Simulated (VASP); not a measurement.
# CO2 (I-42d) in VASP: notebook, part 2 of 2

VASP 6.6.1. Earlier steps stand in the parts before.

### 3 Single point, PBE (uniaxial z strain -2.2%)

Input file INCAR:

```
SYSTEM = CO2
  ALGO = Normal
  EDIFF = 1E-6
  ENCUT = 1340
  GGA = PE
  GGA_COMPAT = .False.
  ISIF = 2
  ISMEAR = -1
  LASPH = .True.
  LCHARG = .False.
  LREAL = .False.
  LWAVE = .False.
  NBANDS = 25
  NELM = 120
  PREC = Accurate
  SIGMA = 0.02
```

Input file KPOINTS:

```
k-points
0
Gamma
  10 10 10
  0 0 0
```

Input file POSCAR:

```
CO2
1.0
   -1.9548127153      1.9548127153      2.9026436775
    1.9548127153     -1.9548127153      2.9026436775
    1.9548127153      1.9548127153     -2.9026436775
C O
2 4
Direct
    0.0000000000      0.0000000000      0.0000000000
    0.7500000000      0.2500000000      0.5000000000
    0.3750000000      0.2942971230      0.4192971230
    0.7057028770      0.1250000000      0.0807028770
    0.8750000000      0.9557028770      0.5807028770
    0.0442971230      0.6250000000      0.9192971230
```

Potentials or basis: VASP PAW PBE potentials, release 64 (C_h, O_h).

Started as:

```bash
$ cat potpaw_PBE.64/C_h/POTCAR potpaw_PBE.64/O_h/POTCAR > POTCAR
$ mpirun -np 1 vasp_std > vasp.out
```

OUTCAR:

```text
SYSTEM = CO2
   EDIFF = 1E-6
   ENCUT = 1340
   GGA = PE
   ISIF = 2
   ISMEAR = -1
   LASPH = .True.
   LREAL = .False.
   NELM = 120
   PREC = Accurate

 ion  position               nearest neighbor table
   1  0.000  0.000  0.000-   6 1.39   4 1.39   5 1.39   3 1.39
   2  0.750  0.250  0.500-   3 1.39   4 1.39   5 1.39   6 1.39
   3  0.375  0.294  0.419-   2 1.39   1 1.39
   4  0.706  0.125  0.081-   1 1.39   2 1.39
   5  0.875  0.956  0.581-   1 1.39   2 1.39
   6  0.044  0.625  0.919-   1 1.39   2 1.39

  LATTYP: Found a body centered tetragonal cell.
 ALAT       =     3.9096254306
 C/A-ratio  =     1.4848704711

  Lattice vectors:

 A1 = (  -1.9548127153,   1.9548127153,   2.9026436775)
 A2 = (   1.9548127153,  -1.9548127153,   2.9026436775)
 A3 = (   1.9548127153,   1.9548127153,  -2.9026436775)

Analysis of symmetry for initial positions (statically):
=====================================================================
 Subroutine PRICEL returns:
 Original cell was already a primitive cell.

 Routine SETGRP: Setting up the symmetry group for a
 body centered tetragonal supercell.

 Subroutine GETGRP returns: Found  8 space group operations
 (whereof  4 operations were pure point group operations)
 out of a pool of 16 trial point group operations.

The static configuration has the point symmetry S_4 .
 The point group associated with its full space group is D_2d.

Analysis of symmetry for dynamics (positions and initial velocities):
=====================================================================
 Subroutine PRICEL returns:
 Original cell was already a primitive cell.

 Routine SETGRP: Setting up the symmetry group for a
 body centered tetragonal supercell.

 Subroutine GETGRP returns: Found  8 space group operations
 (whereof  4 operations were pure point group operations)
[... 130 lines left out ...]
     AMIX     =   0.40;   BMIX     =  1.00
     AMIX_MAG =   1.60;   BMIX_MAG =  1.00
  volume/ion in A,a.u.               =       7.39        49.90
  Fermi-wavevector in a.u.,A,eV,Ry     =   1.468149  2.774399 29.326836  2.155462
  Thomas-Fermi vector in A             =   2.583681
   LORBIT       =      0    0 simple, 1 ext, 2 COOP (PROOUT), +10 PAW based schemes
   GGA     = PE    functional components
   LHFCALC =     F    Hartree Fock is set to
   AEXX    =    0.0000 exact exchange contribution
   IVDW    =     0    specifies the selected vdW correction
   LEPSILON=     F    determine dielectric tensor
   LRPA    =     F    only Hartree local field effects (RPA)
 non-spin polarized calculation
  energy-cutoff  :     1340.00
  volume of cell :       44.37
 maximum number of plane-waves:      4981
   NGX = 23   NGY = 23   NGZ = 23

 number of electron      32.0000000 magnetization

 Free energy of the ion-electron system (eV)
  ---------------------------------------------------
  ext. energy  EPLUGINS =         0.00000000
  ---------------------------------------------------
  free energy    TOTEN  =       -43.60696006 eV

  energy without entropy =      -43.60696006  energy(sigma->0) =      -43.60696006

 E-fermi :   4.2084     XC(G=0): -11.4359

 val. band max:        3.7496728547   @ k =   0.5000   0.0000  -0.0000
 cond. band min:      11.5290079439   @ k =   0.0000   0.0000   0.0000
 fundamental gap:      7.7793350892
 Fermi energy:         4.2084134739

 k-point     1 :       0.0000    0.0000    0.0000
  band No.  band energies     occupation
      1     -20.6758      2.00000
      2     -15.3978      2.00000
      3     -15.3978      2.00000
      4     -14.5095      2.00000
      5     -10.9162      2.00000
      6      -6.1949      2.00000
[... 661 lines left out ...]
     24      18.8176      0.00000
     25      19.4136      0.00000

 [... further k-points ...]

------------------------ aborting loop because EDIFF is reached ----------------------------------------

  FORCE on cell =-STRESS in cart. coord.  units (eV):
  Direction    XX          YY          ZZ          XY          YZ          ZX
  --------------------------------------------------------------------------------------
  -------------------------------------------------------------------------------------
  Total        3.0009394      3.0009394      3.9457983      0.0000000      0.0000000      0.0000000
  in kB      108.3686789    108.3686789    142.4890337      0.0000000      0.0000000      0.0000000
  external PRESSURE =     119.7421305 kB  Pullay stress =       0.0000000 kB

 VOLUME and BASIS-vectors are now :
 -----------------------------------------------------------------------------
  energy-cutoff  :     1340.00
  volume of cell :       44.37
      direct lattice vectors                 reciprocal lattice vectors
    -1.954812715  1.954812715  2.902643677     0.000000000  0.255778979  0.172256762
     1.954812715 -1.954812715  2.902643677     0.255778979  0.000000000  0.172256762
     1.954812715  1.954812715 -2.902643677     0.255778979  0.255778979  0.000000000

 POSITION                                       TOTAL-FORCE (eV/Angst)
 -----------------------------------------------------------------------------------
      0.00000      0.00000      0.00000        -0.000000     -0.000000      0.000000
      0.00000      1.95481      1.45132        -0.000000      0.000000      0.000000
      0.66189      0.97741      0.72566         0.276363     -0.000000      0.000000
     -0.97741      1.29292      2.17698        -0.000000     -0.276363     -0.000000
      1.29292      0.97741      3.62830        -0.276363      0.000000     -0.000000
      2.93222      0.66189     -0.72566        -0.000000      0.276363      0.000000
 -----------------------------------------------------------------------------------
    total drift:                                0.000000      0.000000      0.000000

  FREE ENERGIE OF THE ION-ELECTRON SYSTEM (eV)
  ---------------------------------------------------
  free  energy   TOTEN  =       -43.6069600556 eV

  energy  without entropy=      -43.6069600556  energy(sigma->0) =      -43.60696006
```

OSZICAR:

```text
N       E                     dE             d eps       ncg     rms          rms(c)
DAV:   1     0.331705692697E+03    0.33171E+03   -0.32043E+04  5100   0.271E+03
DAV:   2    -0.206373789921E+02   -0.35234E+03   -0.32879E+03  7232   0.439E+02
DAV:   3    -0.461063415366E+02   -0.25469E+02   -0.25187E+02  6800   0.117E+02
DAV:   4    -0.464450937570E+02   -0.33875E+00   -0.33760E+00  6397   0.144E+01
DAV:   5    -0.464519878858E+02   -0.68941E-02   -0.68830E-02  6852   0.200E+00    0.128E+01
DAV:   6    -0.436164549127E+02    0.28355E+01   -0.58511E+00  6730   0.199E+01    0.488E+00
DAV:   7    -0.436106698055E+02    0.57851E-02   -0.73692E-01  6617   0.636E+00    0.280E+00
DAV:   8    -0.436098169184E+02    0.85289E-03   -0.64711E-02  6574   0.278E+00    0.483E-01
DAV:   9    -0.436067579778E+02    0.30589E-02   -0.12091E-02  6813   0.110E+00    0.182E-01
DAV:  10    -0.436069850217E+02   -0.22704E-03   -0.19727E-03  6776   0.379E-01    0.702E-02
DAV:  11    -0.436069552709E+02    0.29751E-04   -0.25511E-04  6700   0.141E-01    0.182E-02
DAV:  12    -0.436069598441E+02   -0.45732E-05   -0.33059E-05  6761   0.528E-02    0.403E-03
DAV:  13    -0.436069600556E+02   -0.21155E-06   -0.96506E-07  4997   0.953E-03
   1 F= -.43606960E+02 E0= -.43606960E+02  d E =-.593184E-12
```

stdout:

```text
POSCAR found type information on POSCAR C O
 POSCAR found :  2 types and       6 ions
 scaLAPACK will be used
 LDA part: xc-table for (Slater+PW92), standard interpolation
 POSCAR, INCAR and KPOINTS ok, starting setup
 FFT: planning ... GRIDC
 FFT: planning ... GRID_SOFT
 FFT: planning ... GRID
 WAVECAR not read
 entering main loop
```

Run time: 4.3 min. Hardware: 1 thread of AMD EPYC 9R45 (Zen 5), shared host; peak memory 0.52 GiB.

What came out:

* Free energy: -43.6070 eV
* Pressure: 12.0 GPa
* Largest force: 0.276 eV/Å
* Band gap on the k mesh: 7.78 eV (least direct gap 8.12 eV)

Forces in eV/Å, atoms in the order of the input:
```
C    0.000  0.000  0.000
C    0.000  0.000  0.000
O    0.276  0.000  0.000
O    0.000 -0.276  0.000
O   -0.276  0.000  0.000
O    0.000  0.276  0.000
```

Caveat: the cell differs from its parent crystal (uniaxial z strain -2.2%); the cell stands under pressure.
